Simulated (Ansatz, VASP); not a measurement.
Given: the input of a run of VASP 6.6.1 on TiCo.

INCAR

```
SYSTEM = TiCo
PREC     = Accurate       ! precision mode
ENCUT    = 520            ! plane-wave cutoff, eV
EDIFF    = 1E-6           ! SCF threshold, eV
ISMEAR   = -1             ! smearing method
SIGMA    = 0.05           ! smearing width, eV
LREAL    = .False.        ! projectors in reciprocal space
LASPH    = .True.         ! aspherical terms in the spheres
NELM     = 150            ! most SCF steps
ALGO     = Normal         ! electronic algorithm
ISIF     = 2              ! what is computed and relaxed
LWAVE    = .False.        ! write WAVECAR
LCHARG   = .False.        ! write CHGCAR
ISPIN    = 2              ! spin polarisation
MAGMOM   = 2 1            ! initial moments
LORBIT   = 11             ! projections on sites
LMAXMIX  = 4              ! l up to which the mixer works
GGA      = CA             ! functional
NBANDS   = 22             ! bands
```

Contents of KPOINTS:

```
regular mesh
0
Gamma
  9 9 9
  0 0 0
```

File POSCAR:

```
TiCo
1.0
    3.0254064304      0.0000000000      0.0000000000
    0.0000000000      3.0254064304      0.0000000000
    0.0000000000      0.0000000000      3.0254064304
Co Ti
1 1
Direct
    0.5000000000      0.5000000000      0.5000000000
    0.0000000000      0.0000000000      0.0000000000
```

Potentials or basis: VASP PAW LDA potentials, release 64 (Co, Ti_sv).

Command:

```console
$ cat potpaw_LDA.64/Co/POTCAR potpaw_LDA.64/Ti_sv/POTCAR > POTCAR
$ mpirun -np 1 vasp_std > vasp.out
```

Task: Set up the same calculation for Ansatz 0.2.0. Potentials there: all-electron LAPW, scalar-relativistic.

Result: As run (the cutoff follows the program's own potentials):

File input.yaml:

```yaml
crystal:
  lattice:
    - [3.0254064304, 0.0, 0.0]
    - [0.0, 3.0254064304, 0.0]
    - [0.0, 0.0, 3.0254064304]
  atoms:
    - { symbol: Co, position: [0.5, 0.5, 0.5], spin: 2.0 }
    - { symbol: Ti, position: [0.0, 0.0, 0.0], spin: 1.0 }
kpoints:
  mp_grid: { grid: [9, 9, 9] }
scf:
  occupations: { method: fermi_dirac, width: 0.05 }
hamiltonian:
  xc: lda
  pseudopotentials: { kind: all_electron, lapw: { basis_error: 0.001 } }
magnetization:
  spin_polarized: true
output:
  forces: true
  stress: true
  eigenvalues: true
```

Potentials or basis: all-electron LAPW, scalar-relativistic.

The run is started by

```sh
$ ansatz run input.yaml --threads 2 --pin off --max-ram 6144MiB --backend cpu --events-out ev --progress --plain --runs-dir out
```

Both were run:

|  | VASP | Ansatz | Ansatz less VASP |
| --- | --- | --- | --- |
| gap on the k mesh at the Fermi level (eV) | none | none | - |
| pressure (GPa) | -20.4 | -19.8 | +0.55 |
| net moment per atom (μB) | 0.24 | 0.27 | +0.031 |
| size of the moment on the site where the two differ most (μB) | 0.51 | 0.60 | +0.091 |

LDA's correlation is that of Perdew and Zunger in VASP and of Perdew and Wang (1992) in Ansatz. Site moments also hang on the region over which each program counts them. A gap of «none» marks a metal or a gap that the smearing closes. Ansatz ran all-electron here, and VASP with PAW potentials.
